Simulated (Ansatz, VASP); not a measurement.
# One calculation of CdSnBi2Te4, two programs

```
CELL_PARAMETERS angstrom
-3.93614 3.93614 3.95171
3.93614 -3.93614 3.95171
3.93614 3.93614 -3.95171
ATOMIC_POSITIONS crystal
Bi 0.50000 0.00000 0.50000
Bi 0.00000 0.50000 0.50000
Cd 0.50000 0.50000 0.00000
Sn 0.00000 0.00000 0.00000
Te 0.50746 0.50746 0.42958
Te 0.49254 0.92212 0.00000
Te 0.07788 0.07788 0.57042
Te 0.92212 0.49254 0.00000
```

Alike in both runs: functional PBE; k mesh 4 × 4 × 4; no spin polarisation.

Ansatz relaxed the structure, and its values are those at the end. VASP's run is a single point on that final structure, the one shown.

```csv
,VASP,Ansatz
version,VASP 6.6.1,Ansatz 0.2.0
potentials or method,"VASP PAW PBE potentials, release 64 (Bi_d, Cd, Sn_d, Te), cutoff 520 eV",PAW plane waves
occupations,"fermi-dirac, width 0.1 eV",fermi-dirac
valence electrons in the cell,80,128
```

|  | VASP | Ansatz | Ansatz less VASP |
| --- | --- | --- | --- |
| gap on the k mesh at the Fermi level (eV) | none | none | - |
| pressure (GPa) | 0.0 | 0.0 | -0.01 |
| rms of the force components (eV/Å) | 0.004 | 0.002 | -0.0025 |

A gap of «none» marks a metal or a gap that the smearing closes. VASP's potentials hold 80 valence electrons a cell and Ansatz's 128, so a difference there can come from the potentials and not from the codes.

Spin-orbit coupling is off throughout.
